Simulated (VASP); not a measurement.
HfTi3N4:

```
Hf Ti N
1.0
     4.69622    0.00000    0.00000
     0.00000    4.69622    0.00000
     0.00000    0.00000    4.69622
Hf Ti N
1 3 4
Direct
  0.50000 0.50000 0.50000
  0.50000 0.00000 0.00000
  0.00000 0.00000 0.50000
  0.00000 0.50000 0.00000
  0.00000 0.50000 0.50000
  0.50000 0.50000 0.00000
  0.00000 0.00000 0.00000
  0.50000 0.00000 0.50000
```

- Program: VASP 6.6.1
- Task: relaxation of cell and atoms
- Functional: PBE
- Potentials or basis: VASP PAW PBE potentials, release 64 (Hf_pv, Ti_sv, N)
- Cutoff: 600 eV
- k mesh: 4 × 4 × 4
- Occupations: gaussian, width 0.1 eV
- Spin: collinear spin
- Starting moments: [0.0, 1.0, 1.0, 1.0, 0.0, 0.0, 0.0, 0.0] μB

At the start: pressure -38.6 GPa; volume 12.95 Å³/atom.

Problem. Where does the relaxation end?

Solution. Over 5 steps the energy falls by 407.9 meV/atom and the volume is 10.20 Å³/atom (-21.2 %); space group Pm-3m (No. 221, to 0.1 Å) before and after; moment 0.00 μB per cell.

The path:
| step | energy change (eV) | largest force (eV/Å) | pressure (GPa) | volume (Å³) |
| --- | --- | --- | --- | --- |
| 1 | 0.0000 | 0.0000 | -38.65 | 103.57 |
| 2 | 2.0808 | 0.0000 | 116.95 | 63.46 |
| 3 | -3.2512 | 0.0000 | -3.53 | 82.78 |
| 4 | -3.2625 | 0.0000 | -1.00 | 81.99 |
| 5 | -3.2633 | 0.0000 | 0.31 | 81.59 |

Final structure:
```
CELL_PARAMETERS angstrom
4.33718 0.00000 0.00000
0.00000 4.33718 0.00000
0.00000 0.00000 4.33718
ATOMIC_POSITIONS crystal
Hf 0.50000 0.50000 0.50000
Ti 0.50000 0.00000 0.00000
Ti 0.00000 0.00000 0.50000
Ti 0.00000 0.50000 0.00000
N 0.00000 0.50000 0.50000
N 0.50000 0.50000 0.00000
N 0.00000 0.00000 0.00000
N 0.50000 0.00000 0.50000
```

Caveat: the volume moved by over 15 % at a fixed basis, so the end points are rough.
